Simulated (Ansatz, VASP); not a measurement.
## Gd: VASP beside Ansatz

File INCAR:

```
PREC = Accurate
ENCUT = 520
EDIFF = 1E-6
ISMEAR = -1
SIGMA = 0.05
LREAL = F
LASPH = T
NELM = 150
ALGO = Normal
ISIF = 2
LWAVE = F
LCHARG = F
ISPIN = 2
MAGMOM = 7.372 7.372
LORBIT = 11
LMAXMIX = 6
GGA = PE
NBANDS = 29
```

KPOINTS

```
regular mesh
0
Gamma
  2 2 1
```

POSCAR

```
Gd
1.0
    3.6483276435      0.0000000000      0.0000000000
   -1.8241638217      3.1595444206      0.0000000000
    0.0000000000      0.0000000000      5.8327272018
Gd
2
Direct
    0.3333333333      0.6666666667      0.2500000000
    0.6666666667      0.3333333333      0.7500000000
```

Input for Ansatz:

```yaml
crystal:
  lattice:
    - [3.6483276435, 0.0, 0.0]
    - [-1.8241638217, 3.1595444206, 0.0]
    - [0.0, 0.0, 5.8327272018]
  atoms:
    - { symbol: Gd, position: [0.3333333333, 0.6666666667, 0.25], spin: 7.372 }
    - { symbol: Gd, position: [0.6666666667, 0.3333333333, 0.75], spin: 7.372 }
hamiltonian:
  xc: pbe
  pseudopotentials:
    kind: paw
    azcp:
      Gd: "pseudopotentials/Gd.paw.azcp"
basis:
  ecutwfc: 420
  fft_grid_basis: typed
kpoints:
  mp_grid: { grid: [2, 2, 1], shift: [0, 0, 0] }
magnetization:
  spin_polarized: true
scf:
  occupations: { method: fermi_dirac, width: 0.05 }
  lower_state_search: "off"
output:
  stress: true
```

Alike in both runs: task single point; functional PBE; k mesh 2 × 2 × 1; occupations fermi-dirac, width 0.05 eV; collinear spin.

|  | VASP | Ansatz |
| --- | --- | --- |
| version | VASP 6.6.1 | Ansatz 0.2.0 |
| potentials or method | VASP PAW PBE potentials, release 64 (Gd), cutoff 520 eV | plane waves (420 eV) with PAW, scalar-relativistic |
| valence electrons in the cell | 36 | 36 |

VASP gave:

```
pressure (GPa)                                                : -9.0
traceless stress, the component that is largest in VASP (GPa) : 0.97
net moment per atom (μB)                                      : 7.19
size of the moment on the site where the two differ most (μB) : 6.85
```

Question: What did Ansatz give for the same quantities?

Answer: Pressure (GPa): -9.2; traceless stress, the component that is largest in VASP (GPa): 1.11; net moment per atom (μB): 7.18; size of the moment on the site where the two differ most (μB): 7.07.

Site moments also hang on the region over which each program counts them. The functional is the same, so the differences come from potentials, cutoffs and numerics.

The k mesh is coarse, so the values compare programs but aren't converged. Neither program's run includes spin-orbit coupling.
